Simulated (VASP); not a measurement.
# HgTe (F-43m) in VASP: a series of runs

The runs below take HgTe through single point, with PBEsol.

All numbers are computed with VASP 6.6.1; they aren't measurements. Logs are shortened: lines on timing, memory, paths and dates and some standing lists are left out, and cuts for length are marked.

### Step 1. The cell of the first run

It takes space group F-43m (No. 216, cubic). Conventional cell: a = 6.512 Å, b = 6.512 Å, c = 6.512 Å, α = 90.00°, β = 90.00°, γ = 90.00°. Within 3.7 Å of Hg (site symmetry -43m) lie 4 Te at 2.82 Å. Within 3.7 Å of Te (site symmetry -43m) lie 4 Hg at 2.82 Å.

### Step 2. Single point, PBEsol

Input file INCAR:

```
SYSTEM = HgTe
ALGO = Normal ; EDIFF = 1E-6
ENCUT = 520 ; GGA = PS
ISIF = 2 ; ISMEAR = 0
LASPH = .TRUE. ; LCHARG = .TRUE.
LELF = .TRUE. ; LREAL = .FALSE.
LVHAR = .TRUE. ; LWAVE = .FALSE.
NBANDS = 16 ; NELM = 100
PREC = Accurate ; SIGMA = 0.15
```

Input file KPOINTS:

```
k-points
0
G
  10 10 10
  0 0 0
```

Input file POSCAR:

```
HgTe
1.0
    0.0000000000      3.2558862249      3.2558862249
    3.2558862249      0.0000000000      3.2558862249
    3.2558862249      3.2558862249      0.0000000000
Hg Te
1 1
Direct
    0.0000000000      0.0000000000      0.0000000000
    0.7500000000      0.7500000000      0.7500000000
```

Potentials or basis: VASP PAW PBE potentials, release 64 (Hg, Te).

Run with:

```
> cat potpaw_PBE.64/Hg/POTCAR potpaw_PBE.64/Te/POTCAR > POTCAR
> mpirun -np 1 vasp_std > vasp.out
```

OUTCAR:

```text
SYSTEM = HgTe
   EDIFF = 1E-6
   ENCUT = 520
   GGA = PS
   ISIF = 2
   ISMEAR = 0
   LASPH = .TRUE.
   LREAL = .FALSE.
   NELM = 100
   PREC = Accurate

 ion  position               nearest neighbor table
   1  0.000  0.000  0.000-   2 2.82   2 2.82   2 2.82   2 2.82
   2  0.750  0.750  0.750-   1 2.82   1 2.82   1 2.82   1 2.82

  LATTYP: Found a face centered cubic cell.
 ALAT       =     6.5117724498

  Lattice vectors:

 A1 = (   0.0000000000,   3.2558862249,   3.2558862249)
 A2 = (   3.2558862249,   0.0000000000,   3.2558862249)
 A3 = (   3.2558862249,   3.2558862249,   0.0000000000)

Analysis of symmetry for initial positions (statically):
=====================================================================
 Subroutine PRICEL returns:
 Original cell was already a primitive cell.

 Routine SETGRP: Setting up the symmetry group for a
 face centered cubic supercell.

 Subroutine GETGRP returns: Found 24 space group operations
 (whereof 24 operations were pure point group operations)
 out of a pool of 48 trial point group operations.

The static configuration has the point symmetry T_d .

Analysis of symmetry for dynamics (positions and initial velocities):
=====================================================================
 Subroutine PRICEL returns:
 Original cell was already a primitive cell.

 Routine SETGRP: Setting up the symmetry group for a
 face centered cubic supercell.

 Subroutine GETGRP returns: Found 24 space group operations
 (whereof 24 operations were pure point group operations)
 out of a pool of 48 trial point group operations.

The dynamic configuration has the point symmetry T_d .

 Subroutine INISYM returns: Found 24 space group operations
 (whereof 24 operations are pure point group operations),
 and found     1 'primitive' translations

----------------------------------------------------------------------------------------

                                     Primitive cell

  volume of cell :      69.0300

  direct lattice vectors                    reciprocal lattice vectors
     0.000000000  3.255886225  3.255886225    -0.153568020  0.153568020  0.153568020
     3.255886225  0.000000000  3.255886225     0.153568020 -0.153568020  0.153568020
     3.255886225  3.255886225  0.000000000     0.153568020  0.153568020 -0.153568020

  length of vectors
     4.604518457  4.604518457  4.604518457     0.265987613  0.265987613  0.265987613

  position of ions in fractional coordinates (direct lattice)
     0.000000000  0.000000000  0.000000000
     0.750000000  0.750000000  0.750000000

  ion indices of the primitive-cell ions
   primitive index   ion index
                 1           1
                 2           2

----------------------------------------------------------------------------------------

 KPOINTS: k-points

Automatic generation of k-mesh.
 Grid dimensions read from file:
 generate k-points for:   10   10   10

 Generating k-lattice:

  Cartesian coordinates                     Fractional coordinates (reciprocal lattice)
    -0.015356802  0.015356802  0.015356802     0.100000000  0.000000000  0.000000000
     0.015356802 -0.015356802  0.015356802     0.000000000  0.100000000  0.000000000
     0.015356802  0.015356802 -0.015356802     0.000000000  0.000000000  0.100000000

  Length of vectors
     0.026598761  0.026598761  0.026598761

  Shift w.r.t. Gamma in fractional coordinates (k-lattice)
     0.000000000  0.000000000  0.000000000

 Subroutine IBZKPT returns following result:
 ===========================================

 Found     47 irreducible k-points:

 Following reciprocal coordinates:
            Coordinates               Weight
  0.000000  0.000000  0.000000      1.000000
  0.100000  0.000000  0.000000      8.000000
  0.200000  0.000000  0.000000      8.000000
  0.300000  0.000000  0.000000      8.000000
  0.400000  0.000000  0.000000      8.000000
  0.500000  0.000000  0.000000      4.000000
[... 16 lines left out ...]
  0.300000  0.300000  0.000000      6.000000
  0.400000  0.300000  0.000000     24.000000
 [... further k-points ...]
   k-points           NKPTS =     47   k-points in BZ     NKDIM =     47   number of bands    NBANDS=     16
   number of dos      NEDOS =    301   number of ions     NIONS =      2
   total plane-waves  NPLWV =  46656
   dimension x,y,z NGX =    36 NGY =   36 NGZ =   36
   dimension x,y,z NGXF=    72 NGYF=   72 NGZF=   72
   ions per type =               1   1
   NGX,Y,Z   is equivalent  to a cutoff of  13.00, 13.00, 13.00 a.u.
   NGXF,Y,Z  is equivalent  to a cutoff of  26.00, 26.00, 26.00 a.u.
 SYSTEM =  HgTe
   PREC   = accura    normal or accurate (medium, high low for compatibility)
   ISTART =      0    job   : 0-new  1-cont  2-samecut
   ICHARG =      2    charge: 1-file 2-atom 10-const
   ISPIN  =      1    spin polarized calculation?
   LNONCOLLINEAR =      F non collinear calculations
   LSORBIT =      F    spin-orbit coupling
   LASPH  =      T    aspherical Exc in radial PAW
   ENCUT  =  520.0 eV  38.22 Ry    6.18 a.u.   8.56  8.56  8.56*2*pi/ulx,y,z
   NELM   =    100;   NELMIN=  2; NELMDL= -5     # of ELM steps
   EDIFF  = 0.1E-05   stopping-criterion for ELM
   LREAL  =      F    real-space projection
   EDIFFG = 0.1E-04   stopping-criterion for IOM
   NSW    =      0    number of steps for IOM
   IBRION =     -1    ionic relax: 0-MD 1-quasi-New 2-CG
   NFREE  =      0    steps in history (QN), initial steepest desc. (CG)
   ISIF   =      2    stress and relaxation
   ISYM   =      2    0-nonsym 1-usesym 2-fastsym
   POTIM  = 0.5000    time-step for ionic-motion
   TEBEG  =    0.0;   TEEND  =   0.0 temperature during run
   PSTRESS=    0.0 pullay stress
   NELECT =      18.0000    total number of electrons
   NUPDOWN=      -1.0000    fix difference up-down
   EMIN   =  10.00;   EMAX   =-10.00  energy-range for DOS
   EFERMI =   0.00;   METHOD = LEGACY
   ISMEAR =     0;   SIGMA  =   0.15  broadening in eV -4-tet -1-fermi 0-gaus
   EFERMI_NEDOS =   21; number of points for ismear=-14 and -15
   IALGO  =     38    algorithm
   IMIX   =      4    mixing-type and parameters
     AMIX     =   0.40;   BMIX     =  1.00
     AMIX_MAG =   1.60;   BMIX_MAG =  1.00
  volume/ion in A,a.u.               =      34.51       232.92
  Fermi-wavevector in a.u.,A,eV,Ry     =   1.045891  1.976448 14.883251  1.093888
  Thomas-Fermi vector in A             =   2.180706
   LORBIT       =      0    0 simple, 1 ext, 2 COOP (PROOUT), +10 PAW based schemes
   GGA     = PS    functional components
   LHFCALC =     F    Hartree Fock is set to
   AEXX    =    0.0000 exact exchange contribution
   IVDW    =     0    specifies the selected vdW correction
   LEPSILON=     F    determine dielectric tensor
   LRPA    =     F    only Hartree local field effects (RPA)
 non-spin polarized calculation
 Gauss-broadening in eV      SIGMA  =   0.15
  energy-cutoff  :      520.00
  volume of cell :       69.03
 maximum number of plane-waves:      1876
 NGX is ok and might be reduce to    36
   NGX = 17   NGY = 17   NGZ = 17

 number of electron      18.0000002 magnetization

 Free energy of the ion-electron system (eV)
  ---------------------------------------------------
  ext. energy  EPLUGINS =         0.00000000
  ---------------------------------------------------
  free energy    TOTEN  =        -4.37703402 eV

  energy without entropy =       -4.37662042  energy(sigma->0) =       -4.37682722

 E-fermi :   2.8207     XC(G=0):  -8.8368

 val. band max:        2.7209498278   @ k =   0.0000   0.0000   0.0000
 cond. band min:       3.2021721268   @ k =   0.1000   0.0000   0.0000
 fundamental gap:      0.4812222990
 Fermi energy:         2.8206640765

 k-point     1 :       0.0000    0.0000    0.0000
  band No.  band energies     occupation
      1      -9.1457      2.00000
      2      -4.4968      2.00000
      3      -4.4968      2.00000
      4      -4.4968      2.00000
      5      -3.9875      2.00000
      6      -3.9875      2.00000
[... 8 lines left out ...]
     15      12.2265      0.00000
     16      12.2265      0.00000

 k-point     2 :       0.1000    0.0000    0.0000
  band No.  band energies     occupation
      1      -9.0975      2.00000
      2      -4.4833      2.00000
      3      -4.4833      2.00000
      4      -4.4799      2.00000
      5      -3.9890      2.00000
      6      -3.9890      2.00000
[... 8 lines left out ...]
     15      11.5455      0.00000
     16      11.5455      0.00000

 k-point     3 :       0.2000    0.0000    0.0000
  band No.  band energies     occupation
      1      -8.9671      2.00000
      2      -4.4496      2.00000
      3      -4.4496      2.00000
      4      -4.4115      2.00000
      5      -3.9902      2.00000
      6      -3.9902      2.00000
[... 8 lines left out ...]
     15      11.1526      0.00000
     16      11.1526      0.00000

 k-point     4 :       0.3000    0.0000    0.0000
  band No.  band energies     occupation
      1      -8.7973      2.00000
      2      -4.4122      2.00000
      3      -4.4122      2.00000
      4      -4.2473      2.00000
      5      -3.9850      2.00000
      6      -3.9850      2.00000
[... 8 lines left out ...]
     15      11.3373      0.00000
     16      11.3373      0.00000

 k-point     5 :       0.4000    0.0000    0.0000
  band No.  band energies     occupation
      1      -8.6523      2.00000
      2      -4.3869      2.00000
      3      -4.3869      2.00000
      4      -3.9738      2.00000
      5      -3.9738      2.00000
      6      -3.9522      2.00000
[... 8 lines left out ...]
     15      12.0559      0.00000
     16      12.0559      0.00000

 k-point     6 :       0.5000    0.0000    0.0000
  band No.  band energies     occupation
      1      -8.5950      2.00000
      2      -4.3786      2.00000
      3      -4.3786      2.00000
      4      -3.9677      2.00000
      5      -3.9677      2.00000
      6      -3.7008      2.00000
[... 8 lines left out ...]
     15      12.6921      0.00000
     16      12.6921      0.00000

 k-point     7 :       0.1000    0.1000    0.0000
  band No.  band energies     occupation
      1      -9.0814      2.00000
      2      -4.4905      2.00000
      3      -4.4707      2.00000
      4      -4.4707      2.00000
      5      -3.9973      2.00000
      6      -3.9818      2.00000
[... 8 lines left out ...]
     15      10.7849      0.00000
     16      12.2780      0.00000

 k-point     8 :       0.2000    0.1000    0.0000
  band No.  band energies     occupation
      1      -8.9781      2.00000
      2      -4.4664      2.00000
      3      -4.4362      2.00000
      4      -4.4249      2.00000
      5      -4.0045      2.00000
      6      -3.9771      2.00000
[... 8 lines left out ...]
     15      10.9160      0.00000
     16      11.8992      0.00000

 k-point     9 :       0.3000    0.1000    0.0000
  band No.  band energies     occupation
      1      -8.8205      2.00000
      2      -4.4247      2.00000
      3      -4.3963      2.00000
      4      -4.3067      2.00000
      5      -4.0004      2.00000
      6      -3.9714      2.00000
[... 8 lines left out ...]
     15      11.2411      0.00000
     16      11.8892      0.00000
[... 172 lines left out ...]
 k-point    19 :       0.5000    0.2000    0.0000
  band No.  band energies     occupation
      1      -8.5318      2.00000
      2      -4.3547      2.00000
      3      -4.3069      2.00000
      4      -4.0656      2.00000
      5      -3.9604      2.00000
      6      -3.7287      2.00000
[... 8 lines left out ...]
     15      12.5366      0.00000
     16      12.8662      0.00000

 k-point    20 :      -0.4000    0.2000    0.0000
  band No.  band energies     occupation
      1      -8.5197      2.00000
      2      -4.3481      2.00000
      3      -4.3177      2.00000
      4      -4.0137      2.00000
      5      -3.9798      2.00000
      6      -3.6707      2.00000
[... 8 lines left out ...]
     15      11.8366      0.00000
     16      12.4785      0.00000

 k-point    21 :      -0.3000    0.2000    0.0000
  band No.  band energies     occupation
      1      -8.6003      2.00000
      2      -4.3533      2.00000
      3      -4.3490      2.00000
      4      -4.0545      2.00000
      5      -4.0009      2.00000
      6      -3.8933      2.00000
[... 8 lines left out ...]
     15      11.7747      0.00000
     16      12.8599      0.00000

 k-point    22 :      -0.2000    0.2000    0.0000
  band No.  band energies     occupation
      1      -8.7382      2.00000
      2      -4.3932      2.00000
      3      -4.3760      2.00000
      4      -4.2363      2.00000
      5      -4.0093      2.00000
      6      -3.9536      2.00000
[... 8 lines left out ...]
     15      12.0379      0.00000
     16      12.3132      0.00000

 k-point    23 :       0.3000    0.3000    0.0000
  band No.  band energies     occupation
      1      -8.6773      2.00000
      2      -4.3882      2.00000
      3      -4.2985      2.00000
      4      -4.2985      2.00000
      5      -3.9884      2.00000
      6      -3.9483      2.00000
[... 8 lines left out ...]
     15      12.6531      0.00000
     16      13.5618      0.00000

 k-point    24 :       0.4000    0.3000    0.0000
  band No.  band energies     occupation
      1      -8.5610      2.00000
      2      -4.3487      2.00000
      3      -4.2568      2.00000
      4      -4.2290      2.00000
      5      -3.9427      2.00000
      6      -3.8973      2.00000
[... 8 lines left out ...]
     15      12.9231      0.00000
     16      14.0023      0.00000

 [... further k-points ...]

------------------------ aborting loop because EDIFF is reached ----------------------------------------

  FORCE on cell =-STRESS in cart. coord.  units (eV):
  Direction    XX          YY          ZZ          XY          YZ          ZX
  --------------------------------------------------------------------------------------
  -------------------------------------------------------------------------------------
  Total        0.0284236      0.0284236      0.0284236     -0.0000000      0.0000000     -0.0000000
  in kB        0.6597083      0.6597083      0.6597083     -0.0000000      0.0000000     -0.0000000
  external PRESSURE =       0.6597083 kB  Pullay stress =       0.0000000 kB

 VOLUME and BASIS-vectors are now :
 -----------------------------------------------------------------------------
  energy-cutoff  :      520.00
  volume of cell :       69.03
      direct lattice vectors                 reciprocal lattice vectors
     0.000000000  3.255886225  3.255886225    -0.153568020  0.153568020  0.153568020
     3.255886225  0.000000000  3.255886225     0.153568020 -0.153568020  0.153568020
     3.255886225  3.255886225  0.000000000     0.153568020  0.153568020 -0.153568020

 POSITION                                       TOTAL-FORCE (eV/Angst)
 -----------------------------------------------------------------------------------
      0.00000      0.00000      0.00000        -0.000000     -0.000000     -0.000000
      4.88383      4.88383      4.88383         0.000000      0.000000      0.000000
 -----------------------------------------------------------------------------------
    total drift:                                0.000000      0.000000      0.000000

  FREE ENERGIE OF THE ION-ELECTRON SYSTEM (eV)
  ---------------------------------------------------
  free  energy   TOTEN  =        -4.3770340218 eV

  energy  without entropy=       -4.3766204219  energy(sigma->0) =       -4.37682722
```

Run time: 75 s. Hardware: 1 thread of Intel Xeon 8259CL, shared host; peak memory 0.23 GiB.

What came out:

```
Free energy            : -4.3770 eV
Pressure               : 0.1 GPa
Band gap on the k mesh : zero (filled and empty bands touch)
```

Caveat: semilocal functionals underestimate gaps, and a narrow one can read as zero; the PAW data sets were made with another functional, which shifts forces and pressure a little; spin-orbit coupling is left out, which moves the levels of the heavy elements.

(Continued in part 2 of 2.)

The gap in the log of VASP goes by the Fermi energy; the results here count the filled bands.